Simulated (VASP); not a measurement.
**RhN2: single point with LDA**

The system is RhN2.

```
CELL_PARAMETERS angstrom
4.03230 0.00000 0.00000
0.00000 4.85123 0.00000
0.00000 0.00000 2.79622
ATOMIC_POSITIONS crystal
Rh 0.50000 0.50000 0.50000
Rh 0.00000 0.00000 0.00000
N 0.37851 0.91494 0.50000
N 0.62149 0.08506 0.50000
N 0.12149 0.41494 0.00000
N 0.87851 0.58506 0.00000
```

```json
{"Program": "VASP 6.6.1", "Task": "single point", "Functional": "LDA", "Potentials or basis": "VASP PAW LDA potentials, release 64 (Rh_pv, N)", "Cutoff": "520 eV", "k mesh": "6 × 5 × 8", "Occupations": "methfessel-paxton, width 0.1 eV", "Spin": "no spin polarisation", "Dipole correction": "no", "Further INCAR settings": "ALGO = Normal; EDIFF = 1e-06; NBANDS = 34"}
```

* Pressure: -8.0 GPa
* Largest force: 0.800 eV/Å
* Band gap on the k mesh: zero (bands 25 and 26 overlap by 2.20 eV)

Forces in eV/Å, atoms in the order of the input:
```
Rh   0.000  0.000  0.000
Rh   0.000  0.000  0.000
N   -0.681 -0.419  0.000
N    0.681  0.419  0.000
N    0.681 -0.419  0.000
N   -0.681  0.419  0.000
```

Stress tensor (GPa, compression positive):
```
-7.26  0.00  0.00
 0.00 -7.67  0.00
 0.00  0.00 -8.96
```

Levels at points of the mesh, in eV from the Fermi level:
```csv
k point,band 21,band 22,band 23,band 24,band 25,band 26,band 27,band 28,band 29,band 30
"(0.00, 0.00, 0.00)",-3.07,-2.66,-1.96,-1.83,-1.51,-1.26,2.74,4.67,4.70,5.77
"(0.50, 0.00, 0.00)",-1.94,-1.94,-1.52,-1.52,0.49,0.49,2.01,2.01,3.38,3.38
"(0.00, 0.00, 0.50)",-2.07,-2.07,-0.08,-0.08,0.17,0.17,1.72,1.72,3.07,3.07
"(0.50, 0.00, 0.50)",-2.88,-2.88,-1.75,-1.75,0.62,0.62,3.12,3.12,5.59,5.59
```

It took 38 s on 1 thread of AMD EPYC 9R45 (Zen 5) (shared host), peak memory 0.17 GiB.

Caveat: the cell stands under tension.
